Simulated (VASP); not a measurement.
# AlSnH4 (P4/mmm) in VASP: further runs, part 2 of 2

VASP 6.6.1. The steps go on from the part before.

**5. Relaxation of cell and atoms, PBE**

This run uses another cell than the first one, of 17.79 Å³/atom.

File INCAR:

```
PREC     = Accurate       # precision mode
ENCUT    = 600            # plane-wave cutoff, eV
EDIFF    = 1E-6           # SCF threshold, eV
ISMEAR   = 0              # smearing method
SIGMA    = 0.1            # smearing width, eV
LREAL    = False          # projectors in reciprocal space
LASPH    = True           # aspherical terms in the spheres
NELM     = 100            # most SCF steps
ALGO     = Normal         # electronic algorithm
ISIF     = 3              # what is computed and relaxed
LWAVE    = False          # write WAVECAR
LCHARG   = False          # write CHGCAR
GGA      = PE             # functional
IBRION   = 2              # ionic algorithm
NSW      = 90             # ionic steps
EDIFFG   = -0.04          # ionic threshold
```

File KPOINTS:

```
regular mesh
0
Gamma
  4 4 4
```

File POSCAR:

```
AlSnH4
1.0
    4.0560818200      0.0000000000      0.0000000000
    0.0000000000      4.0560818200      0.0000000000
    0.0000000000      0.0000000000      6.4865017900
Al Sn H
1 1 4
Direct
    0.0000000000      0.0000000000      0.0000000000
    0.5000000000      0.5000000000      0.5000000000
    0.0000000000      0.0000000000      0.6841862900
    0.5000000000      0.0000000000      0.0000000000
    0.0000000000      0.5000000000      0.0000000000
    0.0000000000      0.0000000000      0.3158137100
```

On the command line:

```sh
cat potpaw_PBE.64/Al/POTCAR potpaw_PBE.64/Sn_d/POTCAR potpaw_PBE.64/H/POTCAR > POTCAR
mpirun -np 1 vasp_std > vasp.out
```

Run time: 6.1 min. Hardware: 1 thread of Intel Xeon 8259CL, shared host; peak memory 0.27 GiB.

The run converged. Its results:

| Item | Value |
| --- | --- |
| Free energy | -19.4187 eV |
| Relaxed volume | 11.27 Å³/atom |
| Relaxed cell | a = 3.402 Å, b = 3.402 Å, c = 5.845 Å, α = 90.00°, β = 90.00°, γ = 90.00° |
| Space group after relaxing (to 0.1 Å) | P4/mmm (No. 123) |
| Energy gained by relaxing | 348.7 meV/atom |
| Ionic steps | 11 |
| Pressure after relaxing | 0.2 GPa |
| Largest force after relaxing | 0.039 eV/Å |
| Band gap on the k mesh | zero (an odd number of electrons rules out a gap without spin polarisation) |

Forces on the atoms (eV/Å):
```
Al   0.000  0.000  0.000
Sn   0.000  0.000  0.000
H    0.000  0.000  0.039
H    0.000  0.000  0.000
H    0.000  0.000  0.000
H    0.000  0.000 -0.039
```

Stress tensor (GPa, compression positive):
```
0.15 0.00 0.00
0.00 0.15 0.00
0.00 0.00 0.41
```

Step by step:
```tsv
step	energy change (eV)	largest force (eV/Å)	pressure (GPa)	volume (Å³)
1	0.0000	1.0330	-10.95	106.71
2	-1.2541	0.7406	-9.27	89.01
3	-1.9990	0.1336	-3.81	73.58
4	-0.1388	2.6151	37.83	48.23
5	-2.0677	0.0299	-1.52	69.87
6	-2.0783	0.1726	0.15	67.77
7	-2.0776	0.1255	-0.40	68.44
8	-2.0880	0.0043	-0.40	68.29
9	-2.0904	0.0953	-0.35	68.18
10	-2.0920	0.0571	0.07	67.81
11	-2.0923	0.0391	0.23	67.63
```

Final structure:
```
Al Sn H
1.0
     3.40170    0.00000    0.00000
     0.00000    3.40170    0.00000
     0.00000    0.00000    5.84487
Al Sn H
1 1 4
Direct
  0.00000 0.00000 0.00000
  0.50000 0.50000 0.50000
  0.00000 0.00000 0.70011
  0.50000 0.00000 0.00000
  0.00000 0.50000 0.00000
  0.00000 0.00000 0.29989
```

Levels at points of the mesh, in eV from the Fermi level:
| k point | band 8 | band 9 | band 10 | band 11 | band 12 | band 13 |
| --- | --- | --- | --- | --- | --- | --- |
| (0.00, 0.00, 0.00) | -5.78 | -2.00 | -0.57 | 2.80 | 2.80 | 3.14 |
| (0.50, 0.00, 0.00) | -5.17 | -4.35 | -4.02 | -0.79 | 1.68 | 5.32 |
| (0.50, 0.50, 0.00) | -5.44 | -5.05 | -3.19 | -1.39 | -1.39 | 1.30 |
| (0.00, 0.00, 0.50) | -2.82 | -2.00 | -1.89 | 2.62 | 3.45 | 3.45 |
| (0.50, 0.00, 0.50) | -6.52 | -6.26 | -1.53 | 0.97 | 1.33 | 5.46 |
| (0.50, 0.50, 0.50) | -4.96 | -4.74 | -4.45 | -2.03 | -2.03 | 0.26 |

Caveat: the k points lie up to 0.46 Å⁻¹ apart in the final cell, too coarse for converged energies and pressures of a metal; the volume moved by over 15 % at a fixed basis, so the end points are rough; spin-orbit coupling is left out, which moves the levels of the heavy elements.

**6. Relaxation of cell and atoms, PBE**

File INCAR:

```
SYSTEM = AlSnH4
ALGO = Normal
EDIFF = 1E-7
EDIFFG = -0.04
ENCUT = 600
GGA = PE
IBRION = 2
ISIF = 3
ISMEAR = 0
LASPH = .True.
LCHARG = .False.
LREAL = .False.
LWAVE = .False.
NELM = 80
NSW = 90
PREC = Accurate
SIGMA = 0.1
```

File KPOINTS:

```
k-points
0
Gamma
  6 6 4
  0 0 0
```

File POSCAR:

```
AlSnH4
1.0
    3.4000882943      0.0000000000      0.0000000000
    0.0000000000      3.4000882943      0.0000000000
    0.0000000000      0.0000000000      5.9644067624
Al Sn H
1 1 4
Direct
    0.0000000000      0.0000000000      0.0000000000
    0.5000000000      0.5000000000      0.5000000000
    0.0000000000      0.0000000000      0.7062680874
    0.5000000000      0.0000000000      0.0000000000
    0.0000000000      0.5000000000      0.0000000000
    0.0000000000      0.0000000000      0.2937319126
```

Potentials or basis: VASP PAW PBE potentials, release 64 (Al, Sn_d, H).

On the command line:

```sh
cat potpaw_PBE.64/Al/POTCAR potpaw_PBE.64/Sn_d/POTCAR potpaw_PBE.64/H/POTCAR > POTCAR
mpirun -np 1 vasp_std > vasp.out
```

OUTCAR:

```text
SYSTEM = AlSnH4
   EDIFF = 1E-7
   EDIFFG = -0.04
   ENCUT = 600
   GGA = PE
   IBRION = 2
   ISIF = 3
   ISMEAR = 0
   LASPH = .True.
   LREAL = .False.
   NELM = 80
   NSW = 90
   PREC = Accurate

 ion  position               nearest neighbor table
   1  0.000  0.000  0.000-   4 1.70   5 1.70   5 1.70   4 1.70   3 1.75   6 1.75
   2  0.500  0.500  0.500-
   3  0.000  0.000  0.706-   1 1.75
   4  0.500  0.000  0.000-   1 1.70   1 1.70
   5  0.000  0.500  0.000-   1 1.70   1 1.70
   6  0.000  0.000  0.294-   1 1.75

  LATTYP: Found a simple tetragonal cell.
 ALAT       =     3.4000882943
 C/A-ratio  =     1.7541917286

  Lattice vectors:

 A1 = (   3.4000882943,   0.0000000000,   0.0000000000)
 A2 = (   0.0000000000,   3.4000882943,   0.0000000000)
 A3 = (   0.0000000000,   0.0000000000,   5.9644067624)

Analysis of symmetry for initial positions (statically):
=====================================================================
 Subroutine PRICEL returns:
 Original cell was already a primitive cell.

 Routine SETGRP: Setting up the symmetry group for a
 simple tetragonal supercell.

 Subroutine GETGRP returns: Found 16 space group operations
 (whereof 16 operations were pure point group operations)
 out of a pool of 16 trial point group operations.

The static configuration has the point symmetry D_4h.

Analysis of symmetry for dynamics (positions and initial velocities):
=====================================================================
 Subroutine PRICEL returns:
 Original cell was already a primitive cell.

 Routine SETGRP: Setting up the symmetry group for a
 simple tetragonal supercell.

 Subroutine GETGRP returns: Found 16 space group operations
 (whereof 16 operations were pure point group operations)
 out of a pool of 16 trial point group operations.

The dynamic configuration has the point symmetry D_4h.

 Subroutine INISYM returns: Found 16 space group operations
 (whereof 16 operations are pure point group operations),
 and found     1 'primitive' translations

----------------------------------------------------------------------------------------

                                     Primitive cell

  volume of cell :      68.9521

  direct lattice vectors                    reciprocal lattice vectors
     3.400088294  0.000000000  0.000000000     0.294110009  0.000000000  0.000000000
     0.000000000  3.400088294  0.000000000     0.000000000  0.294110009  0.000000000
     0.000000000  0.000000000  5.964406762     0.000000000  0.000000000  0.167661268

  length of vectors
     3.400088294  3.400088294  5.964406762     0.294110009  0.294110009  0.167661268

  position of ions in fractional coordinates (direct lattice)
     0.000000000  0.000000000  0.000000000
     0.500000000  0.500000000  0.500000000
     0.000000000  0.000000000  0.706268087
     0.500000000  0.000000000  0.000000000
     0.000000000  0.500000000  0.000000000
     0.000000000  0.000000000  0.293731913

  ion indices of the primitive-cell ions
   primitive index   ion index
                 1           1
                 2           2
[... 60 lines left out ...]
   total plane-waves  NPLWV =  37632
   dimension x,y,z NGX =    28 NGY =   28 NGZ =   48
   dimension x,y,z NGXF=    56 NGYF=   56 NGZF=   96
   ions per type =               1   1   4
   NGX,Y,Z   is equivalent  to a cutoff of  13.69, 13.69, 13.38 a.u.
   NGXF,Y,Z  is equivalent  to a cutoff of  27.38, 27.38, 26.76 a.u.
 SYSTEM =  AlSnH4
   PREC   = accura    normal or accurate (medium, high low for compatibility)
   ISTART =      0    job   : 0-new  1-cont  2-samecut
   ICHARG =      2    charge: 1-file 2-atom 10-const
   ISPIN  =      1    spin polarized calculation?
   LNONCOLLINEAR =      F non collinear calculations
   LSORBIT =      F    spin-orbit coupling
   LASPH  =      T    aspherical Exc in radial PAW
   ENCUT  =  600.0 eV  44.10 Ry    6.64 a.u.   6.79  6.79 11.91*2*pi/ulx,y,z
   NELM   =     80;   NELMIN=  2; NELMDL= -5     # of ELM steps
   EDIFF  = 0.1E-06   stopping-criterion for ELM
   LREAL  =      F    real-space projection
   EDIFFG = -.4E-01   stopping-criterion for IOM
   NSW    =     90    number of steps for IOM
   IBRION =      2    ionic relax: 0-MD 1-quasi-New 2-CG
   NFREE  =      1    steps in history (QN), initial steepest desc. (CG)
   ISIF   =      3    stress and relaxation
   ISYM   =      2    0-nonsym 1-usesym 2-fastsym
   POTIM  = 0.5000    time-step for ionic-motion
   TEBEG  =    0.0;   TEEND  =   0.0 temperature during run
   PSTRESS=    0.0 pullay stress
   NELECT =      21.0000    total number of electrons
   NUPDOWN=      -1.0000    fix difference up-down
   EMIN   =  10.00;   EMAX   =-10.00  energy-range for DOS
   EFERMI =   0.00;   METHOD = LEGACY
   ISMEAR =     0;   SIGMA  =   0.10  broadening in eV -4-tet -1-fermi 0-gaus
   EFERMI_NEDOS =   21; number of points for ismear=-14 and -15
   IALGO  =     38    algorithm
   IMIX   =      4    mixing-type and parameters
     AMIX     =   0.40;   BMIX     =  1.00
     AMIX_MAG =   1.60;   BMIX_MAG =  1.00
  volume/ion in A,a.u.               =      11.49        77.55
  Fermi-wavevector in a.u.,A,eV,Ry     =   1.101452  2.081442 16.506526  1.213195
  Thomas-Fermi vector in A             =   2.237879
   LORBIT       =      0    0 simple, 1 ext, 2 COOP (PROOUT), +10 PAW based schemes
   GGA     = PE    functional components
   LHFCALC =     F    Hartree Fock is set to
   AEXX    =    0.0000 exact exchange contribution
   IVDW    =     0    specifies the selected vdW correction
   LEPSILON=     F    determine dielectric tensor
   LRPA    =     F    only Hartree local field effects (RPA)
 conjugate gradient relaxation of ions
 non-spin polarized calculation
 Gauss-broadening in eV      SIGMA  =   0.10
  energy-cutoff  :      600.00
  volume of cell :       68.95
 maximum number of plane-waves:      2324
 NGX is ok and might be reduce to    28
   NGX = 13   NGY = 13   NGZ = 23

--------------------------------------- Ionic step        1  -------------------------------------------

 number of electron      20.9999998 magnetization

 Free energy of the ion-electron system (eV)
  ---------------------------------------------------
  ext. energy  EPLUGINS =         0.00000000
  ---------------------------------------------------
  free energy    TOTEN  =       -19.44594283 eV

  energy without entropy =      -19.43631027  energy(sigma->0) =      -19.44112655

------------------------ aborting loop because EDIFF is reached ----------------------------------------

  FORCE on cell =-STRESS in cart. coord.  units (eV):
  Direction    XX          YY          ZZ          XY          YZ          ZX
  --------------------------------------------------------------------------------------
  -------------------------------------------------------------------------------------
  Total       -0.0652213     -0.0652213     -0.3503789      0.0000000      0.0000000     -0.0000000
  in kB       -1.5154871     -1.5154871     -8.1414325      0.0000000      0.0000000     -0.0000000
  external PRESSURE =      -3.7241356 kB  Pullay stress =       0.0000000 kB
[... 187 lines left out ...]
--------------------------------------- Ionic step        6  -------------------------------------------

 number of electron      21.0000001 magnetization

 Free energy of the ion-electron system (eV)
  ---------------------------------------------------
  ext. energy  EPLUGINS =         0.00000000
  ---------------------------------------------------
  free energy    TOTEN  =       -19.46979365 eV

  energy without entropy =      -19.46179337  energy(sigma->0) =      -19.46579351

 E-fermi :   5.1253     XC(G=0):  -9.4194

 val. band max:        5.1081702274   @ k =   0.3333   0.1667   0.2500
 cond. band min:       5.1803259447   @ k =   0.5000   0.0000   0.2500
 fundamental gap:      0.0721557173
 Fermi energy:         5.1252826569

 k-point     1 :       0.0000    0.0000    0.0000
  band No.  band energies     occupation
      1     -17.0554      2.00000
      2     -16.9914      2.00000
      3     -16.9578      2.00000
      4     -16.9578      2.00000
      5     -16.8401      2.00000
      6      -5.9942      2.00000
      7      -2.7320      2.00000
      8      -0.6836      2.00000
      9       2.9831      2.00000
     10       4.5394      2.00000
     11       7.8643      0.00000
     12       7.8643      0.00000
     13       8.3663      0.00000
     14      10.7841      0.00000
[... 377 lines left out ...]
      1     -17.0372      2.00000
      2     -17.0034      2.00000
      3     -16.9540      2.00000
      4     -16.8781      2.00000
      5     -16.8763      2.00000
      6      -2.6916      2.00000
      7      -1.9843      2.00000
      8      -1.5274      2.00000
      9      -1.2797      2.00000
     10       3.5573      2.00000
     11       6.1713      0.00000
     12       6.6569      0.00000
     13      10.6401      0.00000
     14      10.7086      0.00000

 [... further k-points ...]
[... 5 lines left out ...]
  --------------------------------------------------------------------------------------
  -------------------------------------------------------------------------------------
  Total        0.1417954      0.1417954     -0.2298214      0.0000000      0.0000000      0.0000000
  in kB        3.3971500      3.3971500     -5.5060881      0.0000000      0.0000000      0.0000000
  external PRESSURE =       0.4294040 kB  Pullay stress =       0.0000000 kB
[... 21 lines left out ...]
  FREE ENERGIE OF THE ION-ELECTRON SYSTEM (eV)
  ---------------------------------------------------
  free  energy   TOTEN  =       -19.4697936490 eV

  energy  without entropy=      -19.4617933685  energy(sigma->0) =      -19.46579351

 reached required accuracy - stopping structural energy minimisation
```

Run time: 3.3 min. Hardware: 1 thread of Intel Xeon 8259CL, shared host; peak memory 0.22 GiB.

What came out:

* Free energy: -19.4698 eV
* Relaxed volume: 11.15 Å³/atom
* Relaxed cell: a = 3.399 Å, b = 3.399 Å, c = 5.790 Å, α = 90.00°, β = 90.00°, γ = 90.00°
* Space group after relaxing (to 0.1 Å): P4/mmm (No. 123)
* Energy gained by relaxing: 4.0 meV/atom
* Ionic steps: 6
* Pressure after relaxing: 0.0 GPa
* Largest force after relaxing: 0.023 eV/Å
* Band gap on the k mesh: zero (an odd number of electrons rules out a gap without spin polarisation)

Forces in eV/Å, atoms in the order of the input:
```
Al   0.000  0.000  0.000
Sn   0.000  0.000  0.000
H    0.000  0.000  0.023
H    0.000  0.000  0.000
H    0.000  0.000  0.000
H    0.000  0.000 -0.023
```

The path:
```
step  energy change (eV)  largest force (eV/Å)  pressure (GPa)  volume (Å³)
   1              0.0000                0.2234           -0.37        68.95
   2             -0.0054                0.1767           -0.34        68.69
   3             -0.0160                0.0371           -0.22        67.89
   4             -0.0117                0.2379            0.16        66.31
   5             -0.0185                0.0603           -0.09        67.31
   6             -0.0239                0.0231            0.04        66.87
```

Final structure:
```cif
data_structure
_symmetry_space_group_name_H-M 'P 1'
_symmetry_Int_Tables_number 1
_cell_length_a 3.3986
_cell_length_b 3.3986
_cell_length_c 5.7897
_cell_angle_alpha 90.000
_cell_angle_beta 90.000
_cell_angle_gamma 90.000
_cell_volume 66.87
loop_
_atom_site_label
_atom_site_type_symbol
_atom_site_fract_x
_atom_site_fract_y
_atom_site_fract_z
_atom_site_occupancy
Al1 Al 0.00000 0.00000 0.00000 1
Sn1 Sn 0.50000 0.50000 0.50000 1
H1 H 0.00000 0.00000 0.69386 1
H2 H 0.50000 0.00000 0.00000 1
H3 H 0.00000 0.50000 0.00000 1
H4 H 0.00000 0.00000 0.30614 1
```

Caveat: spin-orbit coupling is left out, which moves the levels of the heavy elements.

**7. Summary**

```tsv
task	cell	k mesh	cutoff (eV)	gap on the mesh (eV)	pressure (GPa)	relaxed volume (Å³/atom)	largest force (eV/Å)
single point	a = 3.400, b = 3.400, c = 5.964 Å, 6 atoms, atomic positions A	4 × 4 × 4	520	none	-0.3	-	0.01
single point	a = 4.056, b = 4.056, c = 6.487 Å, 6 atoms, atomic positions B	4 × 4 × 4	520	none	-11.0	-	1.03
single point	a = 3.407, b = 3.407, c = 5.759 Å, 6 atoms, atomic positions C	6 × 6 × 4	520	none	-0.2	-	0.01
relaxation of cell and atoms	relaxed from a = 4.056, b = 4.056, c = 6.487 Å, 6 atoms, atomic positions B	4 × 4 × 4	600	none	0.2	11.27	0.04
relaxation of cell and atoms	relaxed from a = 3.400, b = 3.400, c = 5.964 Å, 6 atoms, atomic positions A	6 × 6 × 4	600	none	0.0	11.15	0.02
```

Alike in all rows: level PBE; potentials or basis VASP PAW PBE potentials, release 64 (Al, Sn_d, H); no spin polarisation; smearing gaussian 0.1 eV.

Caveats: some runs use coarse meshes; spin-orbit coupling is left out, which moves the levels of the heavy elements; forces of over 1 eV/Å act on the atoms, so gaps and moduli don't describe the material at rest (at least some runs); the volume moved by over 15 % at a fixed basis, so the end points are rough (at least some runs).

Total energies depend on the potentials used, so only differences within one code and one set of settings carry meaning.

The gap in the log of VASP goes by the Fermi energy; the results here count the filled bands.